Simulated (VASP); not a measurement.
Co:

```xyz
2
Lattice="2.4537 0.0000 0.0000 -1.2269 2.1250 0.0000 0.0000 0.0000 4.0084" Properties=species:S:1:pos:R:3 pbc="T T T"
Co    0.0000    1.4167    2.9668
Co    1.2269    0.7083    1.0416
```

Base run:

```yaml
Program: VASP 6.6.1
Functional: LDA
Potentials_or_basis: VASP PAW LDA potentials, release 64 (Co_sv)
Cutoff: 600 eV
k_mesh: 12 × 12 × 7
Occupations: fermi-dirac, width 0.05 eV
Spin: collinear spin, ferromagnetic start
Starting_moments: "[2.0, 2.0] μB"
```

Its results: pressure -13.7 GPa; net moment 3.01 μB per cell; site moments Co +1.54 μB; largest force 0.567 eV/Å.

Q: The run is repeated on the same cell with these changes: potentials or basis from VASP PAW LDA potentials, release 64 (Co_sv) to VASP PAW LDA potentials, release 64 (Co); cutoff from 600 eV to 520 eV; further incar settings from ALGO = Normal; EDIFF = 1e-06; NBANDS = 28 to ALGO = Fast; EDIFF = 1e-06; NBANDS = 20; valence electrons from 34 to 18. What comes out?

A: Pressure -10.8 GPa; net moment 3.00 μB per cell; site moments Co +1.50 μB; largest force 0.549 eV/Å.
